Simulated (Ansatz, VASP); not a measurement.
One calculation of Bi2Se3, two programs

```xyz
5
Lattice="2.0715 1.1960 9.2590 -2.0715 1.1960 9.2590 0.0000 -2.3920 9.2590" Properties=species:S:1:pos:R:3 pbc="T T T"
Bi    0.0000    0.0000   11.1330
Bi    0.0000    0.0000   16.6439
Se    0.0000    0.0000    0.0000
Se    0.0000    0.0000    5.8804
Se    0.0000    0.0000   21.8965
```

Change from the starting cell: zz strain of -3 %.

Alike in both runs: task single point; functional PBE; k mesh 6 × 6 × 6; occupations fermi-dirac, width 0.03 eV; no spin polarisation.

```csv
,VASP,Ansatz
version,VASP 6.6.1,Ansatz 0.2.0
potentials or method,"VASP PAW PBE potentials, release 64 (Bi_d, Se), cutoff 520 eV","all-electron LAPW, scalar-relativistic"
```

VASP gave:

```
pressure (GPa)                                                : 4.7
traceless stress, the component that is largest in VASP (GPa) : 0.74
rms of the force components (eV/Å)                            : 0.200
```

Question: Which values does Ansatz return?

Answer: Pressure (GPa): 4.7; traceless stress, the component that is largest in VASP (GPa): 0.74; rms of the force components (eV/Å): 0.194.

Atom by atom the forces differ by 0.006 eV/Å (rms over components). Ansatz ran all-electron here, and VASP with PAW potentials.

Spin-orbit coupling is off throughout.
